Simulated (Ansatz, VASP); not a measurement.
# TaN: VASP beside Ansatz

```
Ta N
1.0
     2.88784    0.00000    0.00000
    -1.44392    3.31206    0.00000
     0.00000    0.00000    5.14389
Ta N
2 2
Cartesian
  0.0000 2.2080 0.1549
  1.4439 1.1040 2.7268
  0.0000 2.2080 1.8255
  1.4439 1.1040 4.3975
```

Change from the starting cell: strain +e along x and -e along y -0.1500, strain +e along z and -e/2 along x and y -0.1500.

Alike in both runs: task single point; functional PBEsol; k mesh 15 × 15 × 8; occupations gaussian, width 0.15 eV; no spin polarisation.

|  | VASP | Ansatz |
| --- | --- | --- |
| version | VASP 6.6.1 | Ansatz 0.2.0 |
| potentials or method | VASP PAW PBE potentials, release 64 (Ta_pv, N), cutoff 520 eV | scalar-relativistic, plane waves, PAW |
| valence electrons in the cell | 32 | 36 |

Ansatz gave:

| Item | Value |
| --- | --- |
| gap on the k mesh at the Fermi level (eV) | none |
| pressure (GPa) | 52.4 |
| traceless stress, the component that is largest in VASP (GPa) | 80.09 |
| rms of the force components (eV/Å) | 5.908 |

**Question.** Which values does VASP return?

**Answer.** gap on the k mesh at the Fermi level (eV): none; pressure (GPa): 54.8; traceless stress, the component that is largest in VASP (GPa): 83.40; rms of the force components (eV/Å): 6.154.

VASP's potentials were made for PBE, not for PBEsol, and Ansatz warns of the same on its side. Atom by atom the forces differ by 0.249 eV/Å (rms over components). A gap of «none» marks a metal or a gap that the smearing closes. Both programs put the cell under a high pressure, so it lies far from rest at this level. The functional is the same, so the differences come from potentials, cutoffs and numerics. VASP's potentials hold 32 valence electrons a cell and Ansatz's 36, so a difference there can come from the potentials and not from the codes.

Neither program's run includes spin-orbit coupling.
